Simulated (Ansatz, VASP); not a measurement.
Two plane-wave programs on AlB3P4

Contents of POSCAR:

```
AlB3P4
1.0
    5.6177239169     -1.6747239933      0.0239123580
    5.6177239169      1.6747239933      0.0239123580
   -0.9968173636      0.0000000000      5.8415607603
B Al P
3 1 4
Direct
   -0.0064765152     -0.0064765152     -0.0127755319
    0.5045348121      0.5045348121      0.5105630268
    0.2516718399      0.2516718399      0.7494383780
    0.7479556715      0.7479556715      0.2492590161
    0.5403724538      0.5403724538      0.1785639706
    0.0694390267      0.0694390267      0.6881958544
    0.8153413111      0.8153413111      0.9093441797
    0.3271614000      0.3271614000      0.4774111064
```

Contents of INCAR.step1:

```
PREC = Accurate
ENCUT = 550
ISMEAR = 0
SIGMA = 0.01
LREAL = F
LASPH = T
NELM = 120
NBANDS = 26
GGA = PE
ALGO = Normal
EDIFF = 1E-5
LWAVE = T
LCHARG = F
GGA_COMPAT = F
```

INCAR.step2

```
PREC = Accurate
ENCUT = 550
EDIFF = 1E-6
ISMEAR = 0
SIGMA = 0.01
LREAL = F
LASPH = T
NELM = 120
ALGO = Normal
ISIF = 2
LWAVE = F
LCHARG = T
METAGGA = R2SCAN
LMIXTAU = T
LELF = T
LVHAR = T
NBANDS = 26
ISTART = 1
GGA_COMPAT = F
```

Contents of KPOINTS:

```
regular mesh
0
Gamma
  8 8 4
```

Input for Ansatz:

```yaml
crystal:
  lattice:
    - [5.6177239169, -1.6747239933, 0.023912358]
    - [5.6177239169, 1.6747239933, 0.023912358]
    - [-0.9968173636, 0.0, 5.8415607603]
  atoms:
    - { symbol: B, position: [-0.0064765152, -0.0064765152, -0.0127755319] }
    - { symbol: B, position: [0.5045348121, 0.5045348121, 0.5105630268] }
    - { symbol: B, position: [0.2516718399, 0.2516718399, 0.749438378] }
    - { symbol: Al, position: [0.7479556715, 0.7479556715, 0.2492590161] }
    - { symbol: P, position: [0.5403724538, 0.5403724538, 0.1785639706] }
    - { symbol: P, position: [0.0694390267, 0.0694390267, 0.6881958544] }
    - { symbol: P, position: [0.8153413111, 0.8153413111, 0.9093441797] }
    - { symbol: P, position: [0.3271614, 0.3271614, 0.4774111064] }
kpoints:
  mp_grid: { grid: [8, 8, 4] }
  band_path:
    path:
      - [0.0, 0.0, 0.0]
      - [-0.2728318207, 0.2728318207, 0.0]
      - [0.2728318207, 0.7271681793, 0.0]
      - [0.5, 0.5, 0.0]
      - [0.5, 0.5, -0.5]
      - [0.2657319156, 0.7342680844, -0.5]
      - [-0.2657319156, 0.2657319156, -0.5]
      - [0.0, 0.0, -0.5]
      - [0.0, 0.5, -0.5]
      - [0.138021, -0.427083, 0.432292]
      - [0.375, 0.375, -0.25]
    npoints: 1
hamiltonian:
  xc: r2scan
scf:
  occupations: { method: fixed }
  n_extra_bands: 6
output:
  forces: true
  stress: true
  eigenvalues: true
```

Alike in both runs: task single point; functional r2SCAN; k mesh 8 × 8 × 4; no spin polarisation.

|  | VASP | Ansatz |
| --- | --- | --- |
| version | VASP 6.6.1 | Ansatz 0.2.0 |
| potentials or method | VASP PAW PBE potentials, release 64 (B, Al, P) | plane waves, PAW |
| plane-wave cutoff (eV) | 550 | 500 |
| occupations | gaussian, width 0.01 eV | fixed |
| valence electrons in the cell | 32 | 32 |

|  | VASP | Ansatz | Ansatz less VASP |
| --- | --- | --- | --- |
| gap on the k mesh at the Fermi level (eV) | 0.77 | 0.75 | -0.010 |
| pressure (GPa) | -0.4 | 0.0 | +0.44 |
| rms of the force components (eV/Å) | 0.007 | 0.000 | -0.0070 |

VASP's potentials were made for PBE, not for r2SCAN. Atom by atom the forces differ by 0.008 eV/Å (rms over components).
